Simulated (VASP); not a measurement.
Input of a VASP 6.6.1 run:

File INCAR:

```
PREC     = Accurate       # precision mode
ENCUT    = 520            # plane-wave cutoff, eV
EDIFF    = 1E-7           # SCF threshold, eV
ISMEAR   = 0              # smearing method
SIGMA    = 0.02           # smearing width, eV
LREAL    = False          # projectors in reciprocal space
LASPH    = True           # aspherical terms in the spheres
NELM     = 80             # most SCF steps
ALGO     = Normal         # electronic algorithm
ISIF     = 2              # what is computed and relaxed
LWAVE    = False          # write WAVECAR
LCHARG   = False          # write CHGCAR
GGA      = CA             # functional
NBANDS   = 30             # bands
```

File KPOINTS:

```
Automatic mesh
0
Gamma
  10 6 10
```

Contents of POSCAR:

```
ScAl3N4
1.0
   -3.1824381268      0.0000000000      0.0000000000
    0.0000000000      5.5615171202     -0.0035549843
    1.5912190634     -2.7775217000     -4.9897645414
Sc Al N
1 3 4
Direct
    0.0063673724      0.3370650104      0.0127347448
    0.4997077738      0.8360503504     -0.0005844524
    0.7538930056      0.4169103095      0.5077860111
    0.2463782869      0.9172533784      0.4927565738
    0.8005098518      0.1310817679      0.6010197036
    0.3051259584      0.6421136739      0.6102519168
    0.5672644883      0.2126111834      0.1345289766
    0.0567532627      0.7429143259      0.1135065255
```

Potentials or basis: VASP PAW LDA potentials, release 64 (Sc_sv, Al, N).

Command:

```console
$ cat potpaw_LDA.64/Sc_sv/POTCAR potpaw_LDA.64/Al/POTCAR potpaw_LDA.64/N/POTCAR > POTCAR
$ mpirun -np 1 vasp_std > vasp.out
```

(1) Estimate the band gap on the k mesh.

(2) Estimate the largest force.

(3) Estimate the pressure.

## Answers

(1) 3.84 eV (least direct gap 3.99 eV).

(2) 0.077 eV/Å.

(3) 0.8 GPa.
